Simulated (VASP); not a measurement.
Crystal: Cu.

```
CELL_PARAMETERS angstrom
0.00000 2.51687 2.51687
2.51687 0.00000 2.51687
2.51687 2.51687 0.00000
ATOMIC_POSITIONS crystal
Cu 0.12500 0.12500 0.12500
Cu 0.87500 0.87500 0.87500
```

```yaml
Program: VASP 6.6.1
Task: relaxation of cell and atoms
Functional: LDA
Potentials_or_basis: VASP PAW LDA potentials, release 64 (Cu)
Cutoff: 600 eV
k_mesh: 11 × 11 × 11
Occupations: fermi-dirac, width 0.1 eV
Spin: no spin polarisation
```

At the start: pressure 6.7 GPa; volume 15.94 Å³/atom.

Where does the relaxation end?

Over 3 steps the energy falls by 24.4 meV/atom and the volume is 17.19 Å³/atom (+7.8 %); space group Fd-3m (No. 227, to 0.05 Å).

Step by step:
| step | energy change (eV) | largest force (eV/Å) | pressure (GPa) | volume (Å³) |
| --- | --- | --- | --- | --- |
| 1 | 0.0000 | 0.0000 | 6.74 | 31.89 |
| 2 | -0.0451 | 0.0000 | -1.32 | 35.09 |
| 3 | -0.0487 | 0.0000 | -0.06 | 34.38 |

Final structure:
```
CELL_PARAMETERS angstrom
0.00000 2.58076 2.58076
2.58076 0.00000 2.58076
2.58076 2.58076 0.00000
ATOMIC_POSITIONS crystal
Cu 0.12500 0.12500 0.12500
Cu 0.87500 0.87500 0.87500
```
